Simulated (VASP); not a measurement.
Input of a VASP 6.6.1 run:

File INCAR:

```
ALGO = Normal
EDIFF = 1E-6
ENCUT = 600
GGA = PS
GGA_COMPAT = F
ISIF = 2
ISMEAR = -1
LASPH = T
LCHARG = F
LREAL = F
LWAVE = F
NBANDS = 21
NELM = 120
PREC = Accurate
SIGMA = 0.05
```

Contents of KPOINTS:

```
k-points
0
Gamma
  8 8 8
```

Contents of POSCAR:

```
PbF2
1.0
    0.0000000000      2.8937487906      2.8937487906
    2.8937487906      0.0000000000      2.8937487906
    2.8937487906      2.8937487906      0.0000000000
Pb F
1 2
Direct
    0.0000000000      0.0000000000      0.0000000000
    0.7500000000      0.7500000000      0.7500000000
    0.2500000000      0.2500000000      0.2500000000
```

Potentials or basis: VASP PAW PBE potentials, release 64 (Pb_d, F).

Command:

```console
$ cat potpaw_PBE.64/Pb_d/POTCAR potpaw_PBE.64/F/POTCAR > POTCAR
$ mpirun -np 1 vasp_std > vasp.out
```

Task: Estimate the band gap on the k mesh.

Result: 4.27 eV (least direct gap 4.44 eV).

Task: Predict the pressure.

Result: 4.8 GPa.

Caveat: the cell stands under pressure; the PAW data sets were made with another functional, which shifts forces and pressure a little; spin-orbit coupling is left out, which moves the levels of the heavy elements. A k mesh can miss the band edges.
